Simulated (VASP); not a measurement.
# Os (P2_1/c) in VASP: single point with r2SCAN

Aim: the single point of Os with r2SCAN.

All numbers are computed with VASP 6.6.1; they aren't measurements. Logs are shortened: lines on timing, memory, paths and dates and some standing lists are left out, and cuts for length are marked.

## Step 1: The cell of the first run

Symmetry: P2_1/c, No. 14, monoclinic system. Conventional cell: a = 5.106 Å, b = 4.644 Å, c = 5.134 Å, α = 90.00°, β = 105.63°, γ = 90.00°. Os (site symmetry 1) has 11 Os at 2.57 to 2.74 Å within 3.4 Å. Within 3.4 Å of Os (site symmetry 1) lie 11 Os at 2.61 to 2.80 Å.

## Step 2: Single point, r2SCAN

The input, POSCAR:

```
Os
1.0
    5.1057859893      0.0000000000      0.0000000000
    0.0000000000      4.6444956500      0.0000000000
   -1.3829965296      0.0000000000      4.9446198231
Os
8
Direct
    0.3933279900      0.3382104600      0.7959952400
    0.6066720100      0.8382104600      0.7040047600
    0.6066720100      0.6617895400      0.2040047600
    0.3933279900      0.1617895400      0.2959952400
    0.8620818000      0.3419566200      0.6386956200
    0.1379182000      0.8419566200      0.8613043800
    0.1379182000      0.6580433800      0.3613043800
    0.8620818000      0.1580433800      0.1386956200
```

The input, INCAR.step1:

```
SYSTEM = Os
ALGO     = Normal         ! electronic algorithm
EDIFF    = 1E-4           ! SCF threshold, eV
ENCUT    = 520            ! plane-wave cutoff, eV
GGA      = PE             ! functional
ISMEAR   = 0              ! smearing method
LASPH    = .True.         ! aspherical terms in the spheres
LCHARG   = .False.        ! write CHGCAR
LREAL    = .False.        ! projectors in reciprocal space
LWAVE    = .True.         ! write WAVECAR
NBANDS   = 42             ! bands
NELM     = 100            ! most SCF steps
PREC     = Accurate       ! precision mode
SIGMA    = 0.1            ! smearing width, eV
```

The input, INCAR.step2:

```
SYSTEM = Os
ALGO     = Normal         ! electronic algorithm
EDIFF    = 1E-6           ! SCF threshold, eV
ENCUT    = 520            ! plane-wave cutoff, eV
ISIF     = 2              ! what is computed and relaxed
ISMEAR   = 0              ! smearing method
ISTART   = 1            
LASPH    = .True.         ! aspherical terms in the spheres
LCHARG   = .True.         ! write CHGCAR
LELF     = .True.         ! ELF
LMIXTAU  = .True.       
LREAL    = .False.        ! projectors in reciprocal space
LVHAR    = .True.       
LWAVE    = .False.        ! write WAVECAR
METAGGA  = R2SCAN         ! meta-GGA
NBANDS   = 42             ! bands
NELM     = 100            ! most SCF steps
PREC     = Accurate       ! precision mode
SIGMA    = 0.1            ! smearing width, eV
```

The input, KPOINTS:

```
k-points
0
Gamma
  4 4 4
  0 0 0
```

Potentials or basis: VASP PAW PBE potentials, release 64 (Os).

Started as:

```sh
cat potpaw_PBE.64/Os/POTCAR > POTCAR
cp INCAR.step1 INCAR
mpirun -np 1 vasp_std > vasp.out
cp INCAR.step2 INCAR
mpirun -np 1 vasp_std > vasp.out
```

OUTCAR:

```text
SYSTEM = Os
   EDIFF = 1E-6
   ENCUT = 520
   ISIF = 2
   ISMEAR = 0
   ISTART = 1
   LASPH = .True.
   LREAL = .False.
   METAGGA = R2SCAN
   NELM = 100
   PREC = Accurate

 ion  position               nearest neighbor table
   1  0.393  0.338  0.796-   3 2.57   5 2.61   2 2.66   2 2.66   8 2.69   4 2.69   4 2.69   7 2.71
                             6 2.71   5 2.72   6 2.74
   2  0.607  0.838  0.704-   4 2.57   6 2.61   1 2.66   1 2.66   7 2.69   3 2.69   3 2.69   8 2.71
                             5 2.71   6 2.72   5 2.74
   3  0.607  0.662  0.204-   1 2.57   7 2.61   4 2.66   4 2.66   6 2.69   2 2.69   2 2.69   5 2.71
                             8 2.71   7 2.72   8 2.74
   4  0.393  0.162  0.296-   2 2.57   8 2.61   3 2.66   3 2.66   5 2.69   1 2.69   1 2.69   6 2.71
                             7 2.71   8 2.72   7 2.74
   5  0.862  0.342  0.639-   1 2.61   7 2.69   4 2.69   8 2.71   8 2.71   3 2.71   2 2.71   1 2.72
                             2 2.74   6 2.80   6 2.80
   6  0.138  0.842  0.861-   2 2.61   8 2.69   3 2.69   7 2.71   7 2.71   4 2.71   1 2.71   2 2.72
                             1 2.74   5 2.80   5 2.80
   7  0.138  0.658  0.361-   3 2.61   5 2.69   2 2.69   6 2.71   6 2.71   1 2.71   4 2.71   3 2.72
                             4 2.74   8 2.80   8 2.80
   8  0.862  0.158  0.139-   4 2.61   6 2.69   1 2.69   5 2.71   5 2.71   2 2.71   3 2.71   4 2.72
                             3 2.74   7 2.80   7 2.80

  LATTYP: Found a simple monoclinic cell.
 ALAT       =     5.1057859893
 B/A-ratio  =     0.9096534128
 C/A-ratio  =     1.0056019671
 COS(beta)  =    -0.2693595444

  Lattice vectors:

 A1 = (   5.1057859893,   0.0000000000,   0.0000000000)
 A2 = (   0.0000000000,   4.6444956500,   0.0000000000)
 A3 = (  -1.3829965296,   0.0000000000,   4.9446198231)

Analysis of symmetry for initial positions (statically):
=====================================================================
 Subroutine PRICEL returns:
 Original cell was already a primitive cell.

 Routine SETGRP: Setting up the symmetry group for a
 simple monoclinic supercell.

 Subroutine GETGRP returns: Found  4 space group operations
 (whereof  2 operations were pure point group operations)
 out of a pool of  4 trial point group operations.

The static configuration has the point symmetry S_2 .
 The point group associated with its full space group is C_2h.

Analysis of symmetry for dynamics (positions and initial velocities):
=====================================================================
 Subroutine PRICEL returns:
 Original cell was already a primitive cell.

 Routine SETGRP: Setting up the symmetry group for a
 simple monoclinic supercell.

 Subroutine GETGRP returns: Found  4 space group operations
 (whereof  2 operations were pure point group operations)
 out of a pool of  4 trial point group operations.

The dynamic configuration has the point symmetry S_2 .
 The point group associated with its full space group is C_2h.

 Subroutine INISYM returns: Found  4 space group operations
 (whereof  2 operations are pure point group operations),
 and found     1 'primitive' translations

----------------------------------------------------------------------------------------

                                     Primitive cell

  volume of cell :     117.2557

  direct lattice vectors                    reciprocal lattice vectors
     5.105785989  0.000000000  0.000000000     0.195856231  0.000000000  0.054780448
     0.000000000  4.644495650  0.000000000     0.000000000  0.215308631  0.000000000
    -1.382996530  0.000000000  4.944619823     0.000000000  0.000000000  0.202240018

  length of vectors
     5.105785989  4.644495650  5.134388434     0.203372960  0.215308631  0.202240018

  position of ions in fractional coordinates (direct lattice)
     0.393327990  0.338210460  0.795995240
     0.606672010  0.838210460  0.704004760
     0.606672010  0.661789540  0.204004760
     0.393327990  0.161789540  0.295995240
     0.862081800  0.341956620  0.638695620
     0.137918200  0.841956620  0.861304380
     0.137918200  0.658043380  0.361304380
     0.862081800  0.158043380  0.138695620

  ion indices of the primitive-cell ions
   primitive index   ion index
                 1           1
                 2           2
                 3           3
                 4           4
                 5           5
                 6           6
                 7           7
                 8           8

----------------------------------------------------------------------------------------

 KPOINTS: k-points

Automatic generation of k-mesh.
 Grid dimensions read from file:
 generate k-points for:    4    4    4

 Generating k-lattice:

  Cartesian coordinates                     Fractional coordinates (reciprocal lattice)
     0.048964058  0.000000000  0.013695112     0.250000000  0.000000000  0.000000000
     0.000000000  0.053827158  0.000000000     0.000000000  0.250000000  0.000000000
     0.000000000  0.000000000  0.050560004     0.000000000  0.000000000  0.250000000

  Length of vectors
     0.050843240  0.053827158  0.050560004

  Shift w.r.t. Gamma in fractional coordinates (k-lattice)
     0.000000000  0.000000000  0.000000000

 Subroutine IBZKPT returns following result:
 ===========================================

 Found     30 irreducible k-points:

 Following reciprocal coordinates:
            Coordinates               Weight
  0.000000  0.000000  0.000000      1.000000
  0.250000  0.000000  0.000000      2.000000
  0.500000  0.000000  0.000000      1.000000
  0.000000  0.250000  0.000000      2.000000
  0.250000  0.250000  0.000000      4.000000
  0.500000  0.250000  0.000000      2.000000
[... 16 lines left out ...]
  0.250000  0.000000  0.500000      2.000000
  0.500000  0.000000  0.500000      1.000000
 [... further k-points ...]
   k-points           NKPTS =     30   k-points in BZ     NKDIM =     30   number of bands    NBANDS=     42
   number of dos      NEDOS =    301   number of ions     NIONS =      8
   total plane-waves  NPLWV =  57600
   dimension x,y,z NGX =    40 NGY =   36 NGZ =   40
   dimension x,y,z NGXF=    80 NGYF=   72 NGZF=   80
   ions per type =               8
   NGX,Y,Z   is equivalent  to a cutoff of  13.02, 12.89, 12.95 a.u.
   NGXF,Y,Z  is equivalent  to a cutoff of  26.05, 25.77, 25.90 a.u.
 SYSTEM =  Os
   PREC   = accura    normal or accurate (medium, high low for compatibility)
   ISTART =      1    job   : 0-new  1-cont  2-samecut
   ICHARG =      0    charge: 1-file 2-atom 10-const
   ISPIN  =      1    spin polarized calculation?
   LNONCOLLINEAR =      F non collinear calculations
   LSORBIT =      F    spin-orbit coupling
   LASPH  =      T    aspherical Exc in radial PAW
   ENCUT  =  520.0 eV  38.22 Ry    6.18 a.u.   9.49  8.64  9.55*2*pi/ulx,y,z
   NELM   =    100;   NELMIN=  2; NELMDL=  0     # of ELM steps
   EDIFF  = 0.1E-05   stopping-criterion for ELM
   LREAL  =      F    real-space projection
   EDIFFG = 0.1E-04   stopping-criterion for IOM
   NSW    =      0    number of steps for IOM
   IBRION =     -1    ionic relax: 0-MD 1-quasi-New 2-CG
   NFREE  =      0    steps in history (QN), initial steepest desc. (CG)
   ISIF   =      2    stress and relaxation
   ISYM   =      2    0-nonsym 1-usesym 2-fastsym
   POTIM  = 0.5000    time-step for ionic-motion
   TEBEG  =    0.0;   TEEND  =   0.0 temperature during run
   PSTRESS=    0.0 pullay stress
   NELECT =      64.0000    total number of electrons
   NUPDOWN=      -1.0000    fix difference up-down
   EMIN   =  10.00;   EMAX   =-10.00  energy-range for DOS
   EFERMI =   0.00;   METHOD = LEGACY
   ISMEAR =     0;   SIGMA  =   0.10  broadening in eV -4-tet -1-fermi 0-gaus
   EFERMI_NEDOS =   21; number of points for ismear=-14 and -15
   IALGO  =     38    algorithm
   IMIX   =      4    mixing-type and parameters
     AMIX     =   0.40;   BMIX     =  1.00
     AMIX_MAG =   1.60;   BMIX_MAG =  1.00
  volume/ion in A,a.u.               =      14.66        98.91
  Fermi-wavevector in a.u.,A,eV,Ry     =   1.337899  2.528263 24.354086  1.789975
  Thomas-Fermi vector in A             =   2.466412
   LORBIT       =      0    0 simple, 1 ext, 2 COOP (PROOUT), +10 PAW based schemes
   METAGGA = R2SCAN    functional components
   LHFCALC =     F    Hartree Fock is set to
   AEXX    =    0.0000 exact exchange contribution
   IVDW    =     0    specifies the selected vdW correction
   LEPSILON=     F    determine dielectric tensor
   LRPA    =     F    only Hartree local field effects (RPA)
 non-spin polarized calculation
 Gauss-broadening in eV      SIGMA  =   0.10
  energy-cutoff  :      520.00
  volume of cell :      117.26
 maximum number of plane-waves:      3190
 NGX is ok and might be reduce to    40
   NGX = 19   NGY = 17   NGZ = 19

 number of electron      64.0000002 magnetization

 Free energy of the ion-electron system (eV)
  ---------------------------------------------------
  ext. energy  EPLUGINS =         0.00000000
  ---------------------------------------------------
  free energy    TOTEN  =      -422.18957375 eV

  energy without entropy =     -422.16608651  energy(sigma->0) =     -422.17783013

 E-fermi :   8.4885     XC(G=0): -14.9890

 val. band max:        8.4593845050   @ k =   0.2500   0.0000   0.0000
 cond. band min:       8.4961808928   @ k =   0.2500   0.2500   0.0000
 fundamental gap:      0.0367963878
 Fermi energy:         8.4884908795

 k-point     1 :       0.0000    0.0000    0.0000
  band No.  band energies     occupation
      1      -2.4317      2.00000
      2       1.2263      2.00000
      3       1.3887      2.00000
      4       2.1274      2.00000
      5       2.1854      2.00000
      6       2.3741      2.00000
[... 34 lines left out ...]
     41      11.0565      0.00000
     42      12.3351      0.00000

 k-point     2 :       0.2500    0.0000    0.0000
  band No.  band energies     occupation
      1      -1.8418      2.00000
      2       1.0737      2.00000
      3       1.4712      2.00000
      4       1.6842      2.00000
      5       1.8582      2.00000
      6       2.0812      2.00000
[... 34 lines left out ...]
     41      11.0980      0.00000
     42      11.1991      0.00000

 k-point     3 :       0.5000    0.0000    0.0000
  band No.  band energies     occupation
      1      -0.6003      2.00000
      2       0.0850      2.00000
      3       1.1876      2.00000
      4       1.8323      2.00000
      5       1.9050      2.00000
      6       2.0166      2.00000
[... 34 lines left out ...]
     41      11.0368      0.00000
     42      11.0508      0.00000

 k-point     4 :       0.0000    0.2500    0.0000
  band No.  band energies     occupation
      1      -1.7712      2.00000
      2       1.2020      2.00000
      3       1.2941      2.00000
      4       1.6319      2.00000
      5       1.8743      2.00000
      6       1.9623      2.00000
[... 844 lines left out ...]
     41      11.0421      0.00000
     42      11.0421      0.00000

 k-point    23 :       0.2500    0.0000    0.5000
  band No.  band energies     occupation
      1      -0.4302      2.00000
      2       0.3628      2.00000
      3       1.3681      2.00000
      4       1.5563      2.00000
      5       1.7904      2.00000
      6       2.4409      2.00000
[... 34 lines left out ...]
     41      10.6920      0.00000
     42      11.0374      0.00000

 k-point    24 :       0.5000    0.0000    0.5000
  band No.  band energies     occupation
      1       0.4571      2.00000
      2       0.4571      2.00000
      3       1.4199      2.00000
      4       1.4199      2.00000
      5       1.9715      2.00000
      6       1.9715      2.00000
[... 34 lines left out ...]
     41      10.8614      0.00000
     42      10.8615      0.00000

 [... further k-points ...]
[... 5 lines left out ...]
  --------------------------------------------------------------------------------------
  -------------------------------------------------------------------------------------
  Total       -2.1218948     -1.5154518     -1.9835928      0.0000000      0.0000000      0.2450000
  in kB      -28.9934813    -20.7070693    -27.1037280      0.0000000      0.0000000      3.3476697
  external PRESSURE =     -25.6014262 kB  Pullay stress =       0.0000000 kB

 VOLUME and BASIS-vectors are now :
 -----------------------------------------------------------------------------
  energy-cutoff  :      520.00
  volume of cell :      117.26
      direct lattice vectors                 reciprocal lattice vectors
     5.105785989  0.000000000  0.000000000     0.195856231  0.000000000  0.054780448
     0.000000000  4.644495650  0.000000000     0.000000000  0.215308631  0.000000000
    -1.382996530  0.000000000  4.944619823     0.000000000  0.000000000  0.202240018

 POSITION                                       TOTAL-FORCE (eV/Angst)
 -----------------------------------------------------------------------------------
      0.90739      1.57082      3.93589         0.027606     -0.003609      0.026447
      2.12390      3.89306      3.48104        -0.027606     -0.003609     -0.026447
      2.81540      3.07368      1.00873        -0.027606      0.003609     -0.026447
      1.59889      0.75143      1.46358         0.027606      0.003609      0.026447
      3.51829      1.58822      3.15811        -0.009367      0.054950     -0.031693
     -0.48700      3.91046      4.25882         0.009367      0.054950      0.031693
      0.20450      3.05628      1.78651         0.009367     -0.054950      0.031693
      4.20979      0.73403      0.68580        -0.009367     -0.054950     -0.031693
 -----------------------------------------------------------------------------------
    total drift:                                0.000000      0.000000     -0.000000

  FREE ENERGIE OF THE ION-ELECTRON SYSTEM (eV)
  ---------------------------------------------------
  free  energy   TOTEN  =      -422.1895737541 eV

  energy  without entropy=     -422.1660865053  energy(sigma->0) =     -422.17783013
```

It took 5.9 min on 1 thread of Intel Xeon Platinum 8488C (Sapphire Rapids), shared host; peak memory 0.3 GiB.

Results:

| Item | Value |
| --- | --- |
| Free energy | -422.1896 eV |
| Pressure | -2.6 GPa |
| Largest force | 0.064 eV/Å |
| Band gap on the k mesh | zero (bands 32 and 33 overlap by 0.66 eV) |

Forces on the atoms (eV/Å):
```
Os   0.028 -0.004  0.026
Os  -0.028 -0.004 -0.026
Os  -0.028  0.004 -0.026
Os   0.028  0.004  0.026
Os  -0.009  0.055 -0.032
Os   0.009  0.055  0.032
Os   0.009 -0.055  0.032
Os  -0.009 -0.055 -0.032
```

Stress tensor (GPa, compression positive):
```
-2.90  0.00  0.33
 0.00 -2.07  0.00
 0.33  0.00 -2.71
```

Caveat: the PAW data sets were made with another functional, which shifts forces and pressure a little; spin-orbit coupling is left out, which moves the levels of the heavy elements.
